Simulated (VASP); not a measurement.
A run of VASP 6.6.1:

The input INCAR:

```
SYSTEM = ZrTaC2
ALGO = Normal ; EDIFF = 1E-6
ENCUT = 520 ; GGA = PS
ISIF = 2 ; ISMEAR = 1
LASPH = .TRUE. ; LCHARG = .FALSE.
LREAL = .FALSE. ; LWAVE = .FALSE.
NBANDS = 24 ; NELM = 100
PREC = Accurate ; SIGMA = 0.1
```

Contents of KPOINTS:

```
k-points
0
G
  8 8 8
  0 0 0
```

File POSCAR:

```
ZrTaC2
1.0
    1.6054280640      0.9268943305      5.2708569215
   -1.6054280640      0.9268943305      5.2708569215
    0.0000000000     -1.8537886510      5.2708569215
Zr Ta C
1 1 2
Direct
    0.0000000000      0.0000000000      0.0000000000
    0.5000000000      0.5000000000      0.5000000000
    0.7547232300      0.7547232300      0.7547232300
    0.2452767700      0.2452767700      0.2452767700
```

Potentials or basis: VASP PAW PBE potentials, release 64 (Zr_sv, Ta_pv, C).

Command:

```sh
$ cat potpaw_PBE.64/Zr_sv/POTCAR potpaw_PBE.64/Ta_pv/POTCAR potpaw_PBE.64/C/POTCAR > POTCAR
$ mpirun -np 1 vasp_std > vasp.out
```

Hardware: 1 thread of Intel(R) Xeon(R) Platinum 8488C (Sapphire Rapids), on a shared host.

Q: Estimate the wall time of this run.

A: It took 2.5 min on 1 thread of Intel(R) Xeon(R) Platinum 8488C (Sapphire Rapids) (shared host), peak memory 0.29 GiB. Counts: scf iterations 13, k points 65.
